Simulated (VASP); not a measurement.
Ni:

```
Ni
1.0
     0.00000    1.71246    1.71246
     1.71246    0.00000    1.71246
     1.71246    1.71246    0.00000
Ni
1
Direct
  0.00000 0.00000 0.00000
```

Base run:

* Program: VASP 6.6.1
* Functional: LDA
* Potentials or basis: VASP PAW LDA potentials, release 64 (Ni)
* Cutoff: 520 eV
* k mesh: 16 × 16 × 16
* Occupations: gaussian, width 1 eV
* Spin: collinear spin, ferromagnetic start
* Starting moments: [0.607] μB

Its results: pressure 3.5 GPa; net moment 0.00 μB per cell.

Problem. After a change of settings the same cell gave: pressure -0.7 GPa; net moment 0.57 μB per cell; site moments Ni +0.57 μB. Which change was it?
A. k mesh from 16 × 16 × 16 to 4 × 4 × 4; occupations from gaussian, width 1 eV to fermi-dirac, width 0.05 eV
B. occupations from gaussian, width 1 eV to fermi-dirac, width 0.2 eV; further incar settings from ALGO = Normal; EDIFF = 1e-06; NBANDS = 15 to ALGO = Normal; EDIFF = 1e-07; NBANDS = 15
C. occupations from gaussian, width 1 eV to methfessel-paxton, width 0.03 eV
D. k mesh from 16 × 16 × 16 to 8 × 8 × 8; occupations from gaussian, width 1 eV to fermi-dirac, width 0.05 eV

Solution. C.
